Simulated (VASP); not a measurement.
Wanted: the native input for a VASP 6.6.1 run.

```yaml
Task: single point
Functional: r2SCAN
Potentials_or_basis: VASP PAW PBE potentials, release 64 (Cs_sv)
Cutoff: 520 eV
k_mesh: 10 × 10 × 10
Occupations: gaussian, width 0.05 eV
Spin: no spin polarisation
Dipole_correction: no
Further_INCAR_settings: ALGO = Normal; EDIFF = 1e-07; NBANDS = 10
```

The system is Cs.

```xyz
1
Lattice="-3.0897 3.0897 3.0897 3.0897 -3.0897 3.0897 3.0897 3.0897 -3.0897" Properties=species:S:1:pos:R:3 pbc="T T T"
Cs    0.0000    0.0000    0.0000
```

One way to write it, as run:

POSCAR

```
Cs
1.0
   -3.0897096269      3.0897096269      3.0897096269
    3.0897096269     -3.0897096269      3.0897096269
    3.0897096269      3.0897096269     -3.0897096269
Cs
1
Direct
    0.0000000000      0.0000000000      0.0000000000
```

INCAR.step1

```
SYSTEM = Cs
ALGO = Normal
EDIFF = 1E-4
ENCUT = 520
GGA = PE
ISMEAR = 0
LASPH = .TRUE.
LCHARG = .FALSE.
LREAL = .FALSE.
LWAVE = .TRUE.
NBANDS = 10
NELM = 100
PREC = Accurate
SIGMA = 0.05
```

INCAR.step2

```
SYSTEM = Cs
ALGO = Normal
EDIFF = 1E-7
ENCUT = 520
ISIF = 2
ISMEAR = 0
ISTART = 1
LASPH = .TRUE.
LCHARG = .FALSE.
LMIXTAU = .TRUE.
LREAL = .FALSE.
LWAVE = .FALSE.
METAGGA = R2SCAN
NBANDS = 10
NELM = 100
PREC = Accurate
SIGMA = 0.05
```

KPOINTS

```
k-points
0
G
  10 10 10
  0 0 0
```

Potentials or basis: VASP PAW PBE potentials, release 64 (Cs_sv).

Run with:

```console
$ cat potpaw_PBE.64/Cs_sv/POTCAR > POTCAR
$ cp INCAR.step1 INCAR
$ mpirun -np 1 vasp_std > vasp.out
$ cp INCAR.step2 INCAR
$ mpirun -np 1 vasp_std > vasp.out
```

It gave:

| Item | Value |
| --- | --- |
| Pressure | 0.1 GPa |
| Band gap on the k mesh | zero (an odd number of electrons rules out a gap without spin polarisation) |

Caveat: the PAW data sets were made with another functional, which shifts forces and pressure a little; spin-orbit coupling is left out, which moves the levels of the heavy elements.

Run time: 100 s on 1 thread of Intel(R) Xeon(R) 6975P-C (Granite Rapids) (shared host), peak memory 0.27 GiB.
